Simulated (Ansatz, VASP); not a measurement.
# One calculation of NaH, two programs

```
CELL_PARAMETERS angstrom
3.38025 -0.00041 0.00661
-1.69048 2.92801 -0.00039
0.02245 0.01145 11.51260
ATOMIC_POSITIONS crystal
Na 0.67061 0.33664 0.87801
Na 0.33373 0.66744 0.12199
Na 0.33322 0.66494 0.37793
Na 0.66270 0.33099 0.62207
H 0.00222 0.00237 0.00001
H 0.99789 0.99813 0.49999
H 0.66677 0.33265 0.24994
H 0.33285 0.66683 0.75007
```

Change from the starting cell: cell x1, atoms moved at random (sigma 0.15 Å) and cell strained at random (1.5 %), then relaxed without symmetry.

Alike in both runs: functional PBE; k mesh 6 × 6 × 1; occupations gaussian, width 0.1 eV; no spin polarisation.

Ansatz relaxed the structure, and its values are those at the end. VASP's run is a single point on that final structure, the one shown.

```csv
,VASP,Ansatz
version,VASP 6.6.1,Ansatz 0.2.0
potentials or method,"VASP PAW PBE potentials, release 64 (Na_pv, H), cutoff 500 eV","scalar-relativistic, plane waves, PAW"
valence electrons in the cell,32,40
```

Ansatz gave:

```
gap on the k mesh at the Fermi level (eV) : 3.55
least direct gap on the mesh (eV)         : 4.16
pressure (GPa)                            : 0.0
```

Problem. Which values does VASP return?

Solution. gap on the k mesh at the Fermi level (eV): 3.55; least direct gap on the mesh (eV): 4.16; pressure (GPa): -0.1.

VASP's potentials hold 32 valence electrons a cell and Ansatz's 40, so a difference there can come from the potentials and not from the codes.

The k mesh is coarse, so the values compare programs but aren't converged.
